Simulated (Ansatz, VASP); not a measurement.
Two plane-wave programs on Cu

```xyz
2
Lattice="2.5341 0.0000 0.0000 -1.2670 2.1946 0.0000 0.0000 0.0000 4.1126" Properties=species:S:1:pos:R:3 pbc="T T T"
Cu    1.2670    0.7315    3.0844
Cu    0.0000    1.4631    1.0281
```

Alike in both runs: task single point; functional PBE; k mesh 12 × 12 × 7; occupations gaussian, width 0.013 eV; no spin polarisation.

|  | VASP | Ansatz |
| --- | --- | --- |
| version | VASP 6.6.1 | Ansatz 0.2.0 |
| potentials or method | VASP PAW PBE potentials, release 64 (Cu) | Ansatz PAW |
| plane-wave cutoff (eV) | 520 | 420 |
| valence electrons in the cell | 22 | 38 |

Ansatz gave:

| Property | Result |
| --- | --- |
| gap on the k mesh at the Fermi level (eV) | none |
| pressure (GPa) | 7.3 |
| traceless stress, the component that is largest in VASP (GPa) | 0.20 |

What did VASP give for the same quantities?

gap on the k mesh at the Fermi level (eV): none; pressure (GPa): 7.8; traceless stress, the component that is largest in VASP (GPa): 0.03.

A gap of «none» marks a metal or a gap that the smearing closes. VASP's potentials hold 22 valence electrons a cell and Ansatz's 38, so a difference there can come from the potentials and not from the codes.
